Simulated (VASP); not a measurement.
Here is a VASP 6.6.1 calculation.

Contents of INCAR:

```
SYSTEM = NaH8
PREC = Accurate
ENCUT = 600
EDIFF = 1E-6
ISMEAR = 0
SIGMA = 0.1
LREAL = .FALSE.
LASPH = .TRUE.
NELM = 100
ALGO = Normal
ISIF = 3
LWAVE = .FALSE.
LCHARG = .FALSE.
GGA = PE
IBRION = 2
NSW = 100
EDIFFG = -0.01
```

The input KPOINTS:

```
Automatic mesh
0
G
  10 10 10
  0 0 0
```

The input POSCAR:

```
NaH8
1.0
    4.0361407636      0.0000000000      0.0000000000
    0.0000000000      4.0361407636      0.0000000000
    0.0000000000      0.0000000000      4.0361407636
Na H
1 8
Direct
    0.0000000000      0.0000000000      0.0000000000
    0.6509102011      0.6509102011      0.6509102011
    0.3490897989      0.3490897989      0.6509102011
    0.3490897989      0.6509102011      0.3490897989
    0.6509102011      0.3490897989      0.3490897989
    0.6509102011      0.6509102011      0.3490897989
    0.3490897989      0.3490897989      0.3490897989
    0.6509102011      0.3490897989      0.6509102011
    0.3490897989      0.6509102011      0.6509102011
```

Potentials or basis: VASP PAW PBE potentials, release 64 (Na_pv, H).

Launch:

```console
$ cat potpaw_PBE.64/Na_pv/POTCAR potpaw_PBE.64/H/POTCAR > POTCAR
$ mpirun -np 1 vasp_std > vasp.out
```

Estimate the band gap on the k mesh.

zero (an odd number of electrons rules out a gap without spin polarisation).

Predict the relaxed cell.

a = 3.992 Å, b = 3.992 Å, c = 3.992 Å, α = 90.00°, β = 90.00°, γ = 90.00°.

Final structure:
```
CELL_PARAMETERS angstrom
3.99237 0.00000 0.00000
0.00000 3.99237 0.00000
0.00000 0.00000 3.99237
ATOMIC_POSITIONS crystal
Na 0.00000 0.00000 0.00000
H 0.65287 0.65287 0.65287
H 0.34713 0.34713 0.65287
H 0.34713 0.65287 0.34713
H 0.65287 0.34713 0.34713
H 0.65287 0.65287 0.34713
H 0.34713 0.34713 0.34713
H 0.65287 0.34713 0.65287
H 0.34713 0.65287 0.65287
```
